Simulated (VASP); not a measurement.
Write the native input for VASP 6.6.1 that does the following.

* Task: single point
* Functional: LDA
* Potentials or basis: VASP PAW LDA potentials, release 64 (Mg)
* Cutoff: 520 eV
* k mesh: 18 × 18 × 16
* Occupations: gaussian, width 0.15 eV
* Spin: no spin polarisation
* Dipole correction: no
* Further INCAR settings: ALGO = Normal; EDIFF = 1e-07; NBANDS = 7

The structure of Mg lies in POSCAR:

```
Mg
1.0
    3.0502998005      0.0000000000     -0.0915089940
   -1.5251499003      2.6416371164      0.0457544970
   -0.0913451271      0.0000000000      3.0448375700
Mg
1
Direct
    0.0000000000      0.0000000000      0.0000000000
```

This cell differs from its parent crystal: strain -0.0600 x Voigt [0, 0, 0, 0, 1, 0].

One way to write it, as run:

INCAR

```
SYSTEM = Mg
ALGO = Normal ; EDIFF = 1E-7
ENCUT = 520 ; ISIF = 2
ISMEAR = 0 ; LASPH = .TRUE.
LCHARG = .TRUE. ; LELF = .TRUE.
LREAL = .FALSE. ; LVHAR = .TRUE.
LWAVE = .FALSE. ; NBANDS = 7
NELM = 100 ; PREC = Accurate
SIGMA = 0.15
```

KPOINTS

```
k-points
0
G
  18 18 16
  0 0 0
```

Potentials or basis: VASP PAW LDA potentials, release 64 (Mg).

Command:

```bash
$ cat potpaw_LDA.64/Mg/POTCAR > POTCAR
$ mpirun -np 1 vasp_std > vasp.out
```

Results of the run:

```
Pressure               : -0.8 GPa
Band gap on the k mesh : zero (band 1 reaches 4.91 eV, above the bottom of band 2 at -0.19 eV)
```

Caveat: the cell differs from its parent crystal (strain -0.0600 x Voigt [0, 0, 0, 0, 1, 0]).

Wall time 77 s on 1 thread of Intel(R) Xeon(R) Platinum 8259CL CPU @ 2.50GHz (Skylake/Cascade Lake), on a shared host, peak memory 0.34 GiB.
